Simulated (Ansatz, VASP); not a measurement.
# Be24NO in VASP and in Ansatz

File INCAR:

```
ALGO = Normal
DIPOL = 0.5 0.5 0.291
EDIFF = 1E-6
ENCUT = 520
GGA = PE
GGA_COMPAT = F
IDIPOL = 3
ISIF = 2
ISMEAR = 0
ISPIN = 2
KPAR = 4
LASPH = T
LCHARG = F
LDIPOL = T
LORBIT = 11
LREAL = F
LWAVE = F
MAGMOM = 0 0 0 0 0 0 0 0 0 0 0 0 0 0 0 0 0 0 0 0 0 0 0 0 1 0
NBANDS = 52
NELM = 200
NELMDL = -8
PREC = Accurate
SIGMA = 0.1
```

The input KPOINTS:

```
k-points
0
Gamma
  6 4 1
```

The input POSCAR:

```
Be24NO
1.0
    4.5254381411      0.0000000000      0.0000000000
    0.0000000000      7.1336190820      0.0000000000
    0.0000000000      0.0000000000     22.3685529248
Be N O
24 1 1
Direct
    0.0000000000      0.3750000000      0.1788224752
    0.0000000000      0.8750000000      0.1788224752
    0.5000000000      0.3750000000      0.1788224752
    0.5000000000      0.8750000000      0.1788224752
    0.2500000000      0.1250000000      0.2080237711
    0.2500000000      0.6250000000      0.2080237711
    0.7500000000      0.1250000000      0.2080237711
    0.7500000000      0.6250000000      0.2080237711
    0.2500000000      0.3750000000      0.2664263628
    0.2500000000      0.8750000000      0.2664263628
    0.7500000000      0.3750000000      0.2664263628
    0.7500000000      0.8750000000      0.2664263628
    0.0000000000      0.1250000000      0.2903069137
    0.0000000000      0.6250000000      0.2903069137
    0.5000000000      0.1250000000      0.2903069137
    0.5000000000      0.6250000000      0.2903069137
    0.0000000000      0.3750000000      0.3546814205
    0.0000000000      0.8750000000      0.3546814205
    0.5000000000      0.3750000000      0.3546814205
    0.5000000000      0.8750000000      0.3546814205
    0.2500000000      0.1250000000      0.3741213369
    0.2500000000      0.6250000000      0.3741213369
    0.7500000000      0.1250000000      0.3741213369
    0.7500000000      0.6250000000      0.3741213369
    0.7500000000      0.4583333333      0.4331327537
    0.8896786100      0.5980119434      0.4331327537
```

Input for Ansatz:

```yaml
crystal:
  lattice:
    - [4.5254381411, 0.0, 0.0]
    - [0.0, 7.133619082, 0.0]
    - [0.0, 0.0, 22.3685529248]
  atoms:
    - { symbol: Be, position: [0.0, 0.375, 0.1788224752] }
    - { symbol: Be, position: [0.0, 0.875, 0.1788224752] }
    - { symbol: Be, position: [0.5, 0.375, 0.1788224752] }
    - { symbol: Be, position: [0.5, 0.875, 0.1788224752] }
    - { symbol: Be, position: [0.25, 0.125, 0.2080237711] }
    - { symbol: Be, position: [0.25, 0.625, 0.2080237711] }
    - { symbol: Be, position: [0.75, 0.125, 0.2080237711] }
    - { symbol: Be, position: [0.75, 0.625, 0.2080237711] }
    - { symbol: Be, position: [0.25, 0.375, 0.2664263628] }
    - { symbol: Be, position: [0.25, 0.875, 0.2664263628] }
    - { symbol: Be, position: [0.75, 0.375, 0.2664263628] }
    - { symbol: Be, position: [0.75, 0.875, 0.2664263628] }
    - { symbol: Be, position: [0.0, 0.125, 0.2903069137] }
    - { symbol: Be, position: [0.0, 0.625, 0.2903069137] }
    - { symbol: Be, position: [0.5, 0.125, 0.2903069137] }
    - { symbol: Be, position: [0.5, 0.625, 0.2903069137] }
    - { symbol: Be, position: [0.0, 0.375, 0.3546814205] }
    - { symbol: Be, position: [0.0, 0.875, 0.3546814205] }
    - { symbol: Be, position: [0.5, 0.375, 0.3546814205] }
    - { symbol: Be, position: [0.5, 0.875, 0.3546814205] }
    - { symbol: Be, position: [0.25, 0.125, 0.3741213369] }
    - { symbol: Be, position: [0.25, 0.625, 0.3741213369] }
    - { symbol: Be, position: [0.75, 0.125, 0.3741213369] }
    - { symbol: Be, position: [0.75, 0.625, 0.3741213369] }
    - { symbol: "N", position: [0.75, 0.4583333333, 0.4331327537], spin: 1.0 }
    - { symbol: O, position: [0.88967861, 0.5980119434, 0.4331327537] }
basis:
  ecutwfc: 420
kpoints:
  mp_grid: { grid: [6, 4, 1] }
hamiltonian:
  xc: pbe
scf:
  occupations: { method: gaussian, width: 0.1 }
output:
  forces: true
  eigenvalues: true
  populations: true
magnetization:
  spin_polarized: true
efield:
  axis: 3
  dipole_correction: true
  ramp_width: 0.04
```

Alike in both runs: task single point; functional PBE; k mesh 6 × 4 × 1; occupations gaussian, width 0.1 eV; collinear spin.

|  | VASP | Ansatz |
| --- | --- | --- |
| version | VASP 6.6.1 | Ansatz 0.2.0 |
| potentials or method | VASP PAW PBE potentials, release 64 (Be, N, O), cutoff 520 eV | scalar-relativistic, plane waves, PAW |
| valence electrons in the cell | 59 | 59 |

```tsv
	VASP	Ansatz	Ansatz less VASP
gap on the k mesh at the Fermi level (eV)	none	none	-
rms of the force components (eV/Å)	1.757	1.585	-0.1725
net moment per atom (μB)	0.00	0.00	0.000
```

Atom by atom the forces differ by 0.184 eV/Å (rms over components). A gap of «none» marks a metal or a gap that the smearing closes. Ansatz's warnings: seeded moment not kept.

Noted on VASP's run: the standard files for N, O and F lose accuracy on very short bonds.
